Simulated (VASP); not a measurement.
Wanted: the native input for a VASP 6.6.1 run.

| Property | Result |
| --- | --- |
| Task | single point |
| Functional | r2SCAN |
| Potentials or basis | VASP PAW PBE potentials, release 64 (Al, N) |
| Cutoff | 520 eV |
| k mesh | 6 × 6 × 4 |
| Occupations | gaussian, width 0.01 eV |
| Spin | no spin polarisation |
| Dipole correction | no |
| Further INCAR settings | ALGO = Normal; EDIFF = 1e-06; NBANDS = 16 |

The system is AlN.

```
Al N
1.0
     3.10669    0.00000    0.00000
    -1.55335    2.69048    0.00000
     0.00000    0.00000    4.97859
Al N
2 2
Direct
  0.33333 0.66667 0.99670
  0.66667 0.33333 0.49670
  0.33333 0.66667 0.37830
  0.66667 0.33333 0.87830
```

These files were run (other wordings do the same):

POSCAR

```
AlN
1.0
    3.1066937602      0.0000000000      0.0000000000
   -1.5533468801      2.6904757181      0.0000000000
    0.0000000000      0.0000000000      4.9785915519
Al N
2 2
Direct
    0.3333333333      0.6666666667     -0.0032954727
    0.6666666667      0.3333333333      0.4967045273
    0.3333333333      0.6666666667      0.3782954727
    0.6666666667      0.3333333333      0.8782954727
```

INCAR.step1

```
PREC = Accurate
ENCUT = 520
ISMEAR = 0
SIGMA = 0.01
LREAL = False
LASPH = True
NELM = 80
NBANDS = 16
GGA = PE
ALGO = Normal
EDIFF = 1E-4
LWAVE = True
LCHARG = False
```

INCAR.step2

```
PREC = Accurate
ENCUT = 520
EDIFF = 1E-6
ISMEAR = 0
SIGMA = 0.01
LREAL = False
LASPH = True
NELM = 80
ALGO = Normal
ISIF = 2
LWAVE = False
LCHARG = False
METAGGA = R2SCAN
LMIXTAU = True
NBANDS = 16
ISTART = 1
```

KPOINTS

```
regular mesh
0
Gamma
  6 6 4
```

Potentials or basis: VASP PAW PBE potentials, release 64 (Al, N).

Run with:

```bash
$ cat potpaw_PBE.64/Al/POTCAR potpaw_PBE.64/N/POTCAR > POTCAR
$ cp INCAR.step1 INCAR
$ mpirun -np 1 vasp_std > vasp.out
$ cp INCAR.step2 INCAR
$ mpirun -np 1 vasp_std > vasp.out
```

It gave:

| Property | Result |
| --- | --- |
| Pressure | -0.4 GPa |
| Largest force | 0.003 eV/Å |
| Band gap on the k mesh | 4.92 eV, direct |

Caveat: the PAW data sets were made with another functional, which shifts forces and pressure a little.

Run time: 59 s on 1 thread of Intel Xeon 8259CL, on a shared host, peak memory 0.16 GiB.
